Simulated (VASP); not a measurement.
Write the native input for VASP 6.6.1 that does the following.

```
Task                   : single point
Functional             : PBE
Potentials or basis    : VASP PAW PBE potentials, release 64 (Ta_pv, As)
Cutoff                 : 520 eV
k mesh                 : 8 × 8 × 8
Occupations            : gaussian, width 0.05 eV
Spin                   : no spin polarisation
Dipole correction      : no
Further INCAR settings : ALGO = Normal; EDIFF = 1e-06; NBANDS = 24
```

The structure of TaAs lies in POSCAR:

```
TaAs
1.0
   -1.7304333922      1.7304333922      5.8761080841
    1.7304333922     -1.7304333922      5.8761080841
    1.7304333922      1.7304333922     -5.8761080841
Ta As
2 2
Direct
    0.5001395405      1.0001395405      0.5000000000
    0.7501395405      0.7501395405      0.0000000000
    0.0824598795      0.5824598795      0.5000000000
    0.3324598795      0.3324598795      0.0000000000
```

One way to write it, as run:

INCAR

```
SYSTEM = TaAs
PREC     = Accurate       ! precision mode
ENCUT    = 520            ! plane-wave cutoff, eV
EDIFF    = 1E-6           ! SCF threshold, eV
ISMEAR   = 0              ! smearing method
SIGMA    = 0.05           ! smearing width, eV
LREAL    = .FALSE.        ! projectors in reciprocal space
LASPH    = .TRUE.         ! aspherical terms in the spheres
NELM     = 80             ! most SCF steps
ALGO     = Normal         ! electronic algorithm
ISIF     = 2              ! what is computed and relaxed
LWAVE    = .FALSE.        ! write WAVECAR
LCHARG   = .FALSE.        ! write CHGCAR
GGA      = PE             ! functional
NBANDS   = 24             ! bands
```

KPOINTS

```
Automatic mesh
0
G
  8 8 8
  0 0 0
```

Potentials or basis: VASP PAW PBE potentials, release 64 (Ta_pv, As).

Launch:

```console
$ cat potpaw_PBE.64/Ta_pv/POTCAR potpaw_PBE.64/As/POTCAR > POTCAR
$ mpirun -np 1 vasp_std > vasp.out
```

Results of the run:

- Pressure: 0.5 GPa
- Band gap on the k mesh: zero (bands 16 and 17 overlap by 0.05 eV)

Caveat: spin-orbit coupling is left out, which moves the levels of the heavy elements.

It took 8.9 min on 1 thread of Intel Xeon 8259CL, on a shared host, peak memory 0.38 GiB.
